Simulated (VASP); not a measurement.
# Te (Fm-3m) in VASP: further runs, part 2 of 2

VASP 6.6.1.

**4. Single point, PBEsol**

This run uses another cell than the first one, of 26.83 Å³/atom, 0.893 times its volume.

The input, INCAR:

```
SYSTEM = Te
  PREC = Accurate
  ENCUT = 520
  EDIFF = 1E-7
  ISMEAR = -1
  SIGMA = 0.1
  LREAL = .FALSE.
  LASPH = .TRUE.
  NELM = 100
  ALGO = Normal
  ISIF = 2
  LWAVE = .FALSE.
  LCHARG = .TRUE.
  GGA = PS
  LELF = .TRUE.
  LVHAR = .TRUE.
  NBANDS = 9
```

The input, KPOINTS:

```
Automatic mesh
0
G
  19 19 19
  0 0 0
```

The input, POSCAR:

```
Te
1.0
    0.0000000000      2.3760217786      2.3760217786
    2.3760217786      0.0000000000      2.3760217786
    2.3760217786      2.3760217786      0.0000000000
Te
1
Direct
    0.0000000000      0.0000000000      0.0000000000
```

Potentials or basis: VASP PAW PBE potentials, release 64 (Te).

Started as:

```sh
$ cat potpaw_PBE.64/Te/POTCAR > POTCAR
$ mpirun -np 1 vasp_std > vasp.out
```

OUTCAR:

```text
SYSTEM = Te
   PREC = Accurate
   ENCUT = 520
   EDIFF = 1E-7
   ISMEAR = -1
   LREAL = .FALSE.
   LASPH = .TRUE.
   NELM = 100
   ISIF = 2
   GGA = PS

 ion  position               nearest neighbor table
   1  0.000  0.000  0.000-

  LATTYP: Found a face centered cubic cell.
 ALAT       =     4.7520435572

  Lattice vectors:

 A1 = (   0.0000000000,   2.3760217786,   2.3760217786)
 A2 = (   2.3760217786,   0.0000000000,   2.3760217786)
 A3 = (   2.3760217786,   2.3760217786,   0.0000000000)

Analysis of symmetry for initial positions (statically):
=====================================================================
 Subroutine PRICEL returns:
 Original cell was already a primitive cell.

 Routine SETGRP: Setting up the symmetry group for a
 face centered cubic supercell.

 Subroutine GETGRP returns: Found 48 space group operations
 (whereof 48 operations were pure point group operations)
 out of a pool of 48 trial point group operations.

The static configuration has the point symmetry O_h .

Analysis of symmetry for dynamics (positions and initial velocities):
=====================================================================
 Subroutine PRICEL returns:
 Original cell was already a primitive cell.

 Routine SETGRP: Setting up the symmetry group for a
 face centered cubic supercell.

 Subroutine GETGRP returns: Found 48 space group operations
 (whereof 48 operations were pure point group operations)
 out of a pool of 48 trial point group operations.

The dynamic configuration has the point symmetry O_h .

 Subroutine INISYM returns: Found 48 space group operations
 (whereof 48 operations are pure point group operations),
 and found     1 'primitive' translations

----------------------------------------------------------------------------------------

                                     Primitive cell

[... 109 lines left out ...]
  volume/ion in A,a.u.               =      26.83       181.04
  Fermi-wavevector in a.u.,A,eV,Ry     =   0.993722  1.877862 13.435523  0.987483
  Thomas-Fermi vector in A             =   2.125623
   LORBIT       =      0    0 simple, 1 ext, 2 COOP (PROOUT), +10 PAW based schemes
   GGA     = PS    functional components
   LHFCALC =     F    Hartree Fock is set to
   AEXX    =    0.0000 exact exchange contribution
   IVDW    =     0    specifies the selected vdW correction
   LEPSILON=     F    determine dielectric tensor
   LRPA    =     F    only Hartree local field effects (RPA)
 non-spin polarized calculation
  energy-cutoff  :      520.00
  volume of cell :       26.83
 maximum number of plane-waves:       742
 NGX is ok and might be reduce to    28
   NGX = 13   NGY = 13   NGZ = 13

 number of electron       6.0000000 magnetization

 Free energy of the ion-electron system (eV)
  ---------------------------------------------------
  ext. energy  EPLUGINS =         0.00000000
  ---------------------------------------------------
  free energy    TOTEN  =        -3.21881877 eV

  energy without entropy =       -3.19090039  energy(sigma->0) =       -3.20485958

 E-fermi :   8.4799     XC(G=0): -10.4625

 val. band max:        8.4738420138   @ k =   0.2105   0.2105   0.0000
 cond. band min:       8.5021559413   @ k =   0.3158   0.3158   0.0000
 fundamental gap:      0.0283139276
 Fermi energy:         8.4798711878

 k-point     1 :       0.0000    0.0000    0.0000
  band No.  band energies     occupation
      1      -5.8334      2.00000
      2      11.8187      0.00000
      3      11.8187      0.00000
      4      11.8187      0.00000
      5      18.0994      0.00000
      6      18.0994      0.00000
      7      18.0994      0.00000
      8      18.7801      0.00000
      9      18.9548      0.00000
[... 265 lines left out ...]
 k-point    24 :      -0.2632    0.0526    0.0000
  band No.  band energies     occupation
      1      -4.3952      2.00000
      2       5.6216      2.00000
      3      10.2056      0.00000
      4      11.1066      0.00000
      5      16.2054      0.00000
      6      18.0098      0.00000
      7      18.0716      0.00000
      8      20.3746      0.00000
      9      21.1965      0.00000

 [... further k-points ...]

------------------------ aborting loop because EDIFF is reached ----------------------------------------

  FORCE on cell =-STRESS in cart. coord.  units (eV):
  Direction    XX          YY          ZZ          XY          YZ          ZX
  --------------------------------------------------------------------------------------
  -------------------------------------------------------------------------------------
  Total       -0.0208779     -0.0208779     -0.0208779      0.0000000      0.0000000     -0.0000000
  in kB       -1.2468536     -1.2468536     -1.2468536      0.0000000      0.0000000     -0.0000000
  external PRESSURE =      -1.2468536 kB  Pullay stress =       0.0000000 kB

 VOLUME and BASIS-vectors are now :
 -----------------------------------------------------------------------------
  energy-cutoff  :      520.00
  volume of cell :       26.83
      direct lattice vectors                 reciprocal lattice vectors
     0.000000000  2.376021779  2.376021779    -0.210435782  0.210435782  0.210435782
     2.376021779  0.000000000  2.376021779     0.210435782 -0.210435782  0.210435782
     2.376021779  2.376021779  0.000000000     0.210435782  0.210435782 -0.210435782

 POSITION                                       TOTAL-FORCE (eV/Angst)
 -----------------------------------------------------------------------------------
      0.00000      0.00000      0.00000         0.000000     -0.000000      0.000000
 -----------------------------------------------------------------------------------
    total drift:                                0.000000      0.000000      0.000000

  FREE ENERGIE OF THE ION-ELECTRON SYSTEM (eV)
  ---------------------------------------------------
  free  energy   TOTEN  =        -3.2188187661 eV

  energy  without entropy=       -3.1909003857  energy(sigma->0) =       -3.20485958
```

OSZICAR:

```text
N       E                     dE             d eps       ncg     rms          rms(c)
DAV:   1     0.949339069910E+01    0.94934E+01   -0.23880E+03  3960   0.518E+02
DAV:   2    -0.293689393567E+01   -0.12430E+02   -0.12047E+02  5420   0.681E+01
DAV:   3    -0.322302167699E+01   -0.28613E+00   -0.28335E+00  4971   0.101E+01
DAV:   4    -0.322431423769E+01   -0.12926E-02   -0.12923E-02  5555   0.802E-01
DAV:   5    -0.322431839242E+01   -0.41547E-05   -0.41550E-05  5172   0.380E-02    0.731E+00
DAV:   6    -0.322042568216E+01    0.38927E-02   -0.31430E-03  4533   0.261E-01    0.448E+00
DAV:   7    -0.321885961989E+01    0.15661E-02   -0.65940E-03  4249   0.373E-01    0.209E-01
DAV:   8    -0.321882084833E+01    0.38772E-04   -0.21415E-04  4389   0.887E-02    0.585E-02
DAV:   9    -0.321881988090E+01    0.96743E-06   -0.42992E-06  5718   0.149E-02    0.760E-03
DAV:  10    -0.321881884400E+01    0.10369E-05   -0.68644E-07  4460   0.396E-03    0.943E-03
DAV:  11    -0.321881873733E+01    0.10667E-06   -0.28564E-08  3539   0.102E-03    0.624E-04
DAV:  12    -0.321881876606E+01   -0.28735E-07   -0.16062E-09  2293   0.255E-04
   1 F= -.32188188E+01 E0= -.32048596E+01  d E =-.279184E-01
```

It took 92 s on 1 thread of Intel Xeon 6975P-C, shared host; peak memory 0.19 GiB.

What came out:

```
Free energy            : -3.2188 eV
Pressure               : -0.1 GPa
Band gap on the k mesh : zero (band 3 reaches 11.82 eV, above the bottom of band 4 at 6.32 eV)
```

Levels at points of the mesh, in eV from the Fermi level:
| k point | band 1 | band 2 | band 3 | band 4 | band 5 | band 6 | band 7 |
| --- | --- | --- | --- | --- | --- | --- | --- |
| (0.00, 0.00, 0.00) | -14.31 | 3.34 | 3.34 | 3.34 | 9.62 | 9.62 | 9.62 |

Caveat: the PAW data sets were made with another functional, which shifts forces and pressure a little; spin-orbit coupling is left out, which moves the levels of the heavy elements.

**5. Summary**

| task | cell | k mesh | cutoff (eV) | gap on the mesh (eV) | pressure (GPa) |
| --- | --- | --- | --- | --- | --- |
| single point | a = 3.490 Å, angles 60.0°, 1 atom | 13 × 13 × 13 | 520 | none | -5.6 |
| relaxation of cell and atoms | relaxed from a = 3.442 Å, angles 60.0°, 1 atom | 11 × 11 × 11 | 600 | none | 0.0 |
| single point | a = 3.360 Å, angles 60.0°, 1 atom | 19 × 19 × 19 | 520 | none | -0.1 |

Alike in all rows: level PBEsol; potentials or basis VASP PAW PBE potentials, release 64 (Te); no spin polarisation; smearing fermi-dirac 0.1 eV.

Caveats: the PAW data sets were made with another functional, which shifts forces and pressure a little; spin-orbit coupling is left out, which moves the levels of the heavy elements.

Total energies depend on the potentials used, so only differences within one code and one set of settings carry meaning.
